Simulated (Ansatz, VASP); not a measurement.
Pt in VASP and in Ansatz

```
Pt
1.0
     2.38207    0.00000    0.00000
     0.00000    2.38207    0.00000
     0.00000    0.00000    2.38207
Pt
1
Direct
  0.00000 0.00000 0.00000
```

Change from the starting cell: volume scaled by 0.78, LAPW.

Alike in both runs: task single point; functional PBEsol; k mesh 15 × 15 × 15; occupations fermi-dirac, width 0.1 eV; no spin polarisation.

|  | VASP | Ansatz |
| --- | --- | --- |
| version | VASP 6.6.1 | Ansatz 0.2.0 |
| potentials or method | VASP PAW PBE potentials, release 64 (Pt), cutoff 520 eV | all-electron LAPW, scalar-relativistic |

|  | VASP | Ansatz | Ansatz less VASP |
| --- | --- | --- | --- |
| pressure (GPa) | 102.5 | 103.0 | +0.52 |

VASP's potentials were made for PBE, not for PBEsol. Both programs put the cell under a high pressure, so it lies far from rest at this level. Ansatz ran all-electron here, and VASP with PAW potentials.

Neither program's run includes spin-orbit coupling. Noted on VASP's run: the cell as given lies far from equilibrium.
